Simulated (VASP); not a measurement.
W, 1 atom in the cell. The structure is tetragonal, space group I4/mmm (No. 139). The conventional cell has a = 2.871 Å, b = 2.871 Å, c = 4.162 Å, α = 90.00°, β = 90.00°, γ = 90.00°. W (site symmetry 4/mmm) has 12 W at 2.87 to 2.91 Å within 3.8 Å.  This cell differs from its parent crystal: strain +0.0250 x Voigt [0, 1, 0, 0, 0, 0].

```yaml
Program: VASP 6.6.1
Task: single point
Functional: r2SCAN
Potentials_or_basis: VASP PAW PBE potentials, release 64 (W_sv)
Cutoff: 520 eV
k_mesh: 20 × 20 × 20
Occupations: gaussian, width 0.15 eV
Spin: no spin polarisation
Dipole_correction: no
Further_INCAR_settings: ALGO = Normal; EDIFF = 1e-06; NBANDS = 13
```

Potentials or basis: VASP PAW PBE potentials, release 64 (W_sv).

The run is started by

```sh
$ cat potpaw_PBE.64/W_sv/POTCAR > POTCAR
$ cp INCAR.step1 INCAR
$ mpirun -np 1 vasp_std > vasp.out
$ cp INCAR.step2 INCAR
$ mpirun -np 1 vasp_std > vasp.out
```

Hardware: 1 thread of Intel(R) Xeon(R) Platinum 8488C (Sapphire Rapids), with other jobs on the host.

**Question.** Estimate the wall time of this run.

**Answer.** Wall time 4.4 min on 1 thread of Intel(R) Xeon(R) Platinum 8488C (Sapphire Rapids), with other jobs on the host, peak memory 0.25 GiB. Counts: k points 641.
